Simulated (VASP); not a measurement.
Set up this calculation in VASP 6.6.1, as the native input.

```
Task                   : single point
Functional             : PBEsol
Potentials or basis    : VASP PAW PBE potentials, release 64 (Os)
Cutoff                 : 520 eV
k mesh                 : 8 × 8 × 8
Occupations            : gaussian, width 0.1 eV
Spin                   : no spin polarisation
Dipole correction      : no
Further INCAR settings : ALGO = Fast; EDIFF = 1e-07; NBANDS = 10
```

The structure of Os lies in POSCAR:

```
Os
1.0
   -1.5305763597      1.5305763597      1.5305763597
    1.5305763597     -1.5305763597      1.5305763597
    1.5305763597      1.5305763597     -1.5305763597
Os
1
Direct
    0.0000000000      0.0000000000      0.0000000000
```

These files were run (other wordings do the same):

INCAR

```
SYSTEM = Os
PREC = Accurate ; ENCUT = 520
EDIFF = 1E-7 ; ISMEAR = 0
SIGMA = 0.1 ; LREAL = .FALSE.
LASPH = .TRUE. ; NELM = 100
ALGO = Fast ; ISIF = 2
LWAVE = .FALSE. ; LCHARG = .FALSE.
GGA = PS ; NBANDS = 10
```

KPOINTS

```
regular mesh
0
G
  8 8 8
  0 0 0
```

Potentials or basis: VASP PAW PBE potentials, release 64 (Os).

Run with:

```sh
$ cat potpaw_PBE.64/Os/POTCAR > POTCAR
$ mpirun -np 1 vasp_std > vasp.out
```

Results of the run:

```
Pressure               : 0.6 GPa
Band gap on the k mesh : zero (band 4 reaches 11.68 eV, above the bottom of band 5 at 7.56 eV)
```

Caveat: the k points lie up to 0.36 Å⁻¹ apart; the PAW data sets were made with another functional, which shifts forces and pressure a little; spin-orbit coupling is left out, which moves the levels of the heavy elements.

Run time: 4 s on 1 thread of Intel(R) Xeon(R) 6975P-C (Granite Rapids), with other jobs on the host, peak memory 0.12 GiB.
